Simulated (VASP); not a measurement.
Write the native input for VASP 6.6.1 that does the following.

```
Task                   : single point
Functional             : LDA
Potentials or basis    : VASP PAW LDA potentials, release 64 (Si)
Cutoff                 : 520 eV
k mesh                 : 24 × 24 × 20
Occupations            : gaussian, width 0.15 eV
Spin                   : no spin polarisation
Dipole correction      : no
Further INCAR settings : ALGO = Normal; EDIFF = 1e-07; NBANDS = 8
```

The structure of Si lies in POSCAR:

```
Si
1.0
    2.6860563853      0.0000000000      0.0000000000
   -1.3430281927      2.3261930656      0.0000000000
    0.0000000000      0.0000000000      2.5896721095
Si
1
Direct
    0.0000000000      0.0000000000      0.0000000000
```

This isn't the form of Si at room conditions, which is diamond.

This cell differs from its parent crystal: strain +0.025 along x and y, +0.050 along z.

One way to write it, as run:

INCAR

```
SYSTEM = Si
ALGO = Normal
EDIFF = 1E-7
ENCUT = 520
ISIF = 2
ISMEAR = 0
LASPH = .True.
LCHARG = .False.
LREAL = .False.
LWAVE = .False.
NBANDS = 8
NELM = 60
PREC = Accurate
SIGMA = 0.15
```

KPOINTS

```
k-points
0
Gamma
  24 24 20
  0 0 0
```

Potentials or basis: VASP PAW LDA potentials, release 64 (Si).

Command:

```bash
$ cat potpaw_LDA.64/Si/POTCAR > POTCAR
$ mpirun -np 1 vasp_std > vasp.out
```

Results of the run:

| Item | Value |
| --- | --- |
| Pressure | -9.6 GPa |
| Band gap on the k mesh | zero (bands 2 and 3 overlap by 10.74 eV) |

Caveat: the cell differs from its parent crystal (strain +0.025 along x and y, +0.050 along z); the cell stands under tension.

Wall time 64 s on 1 thread of Intel Xeon 8259CL, on a shared host, peak memory 0.18 GiB.
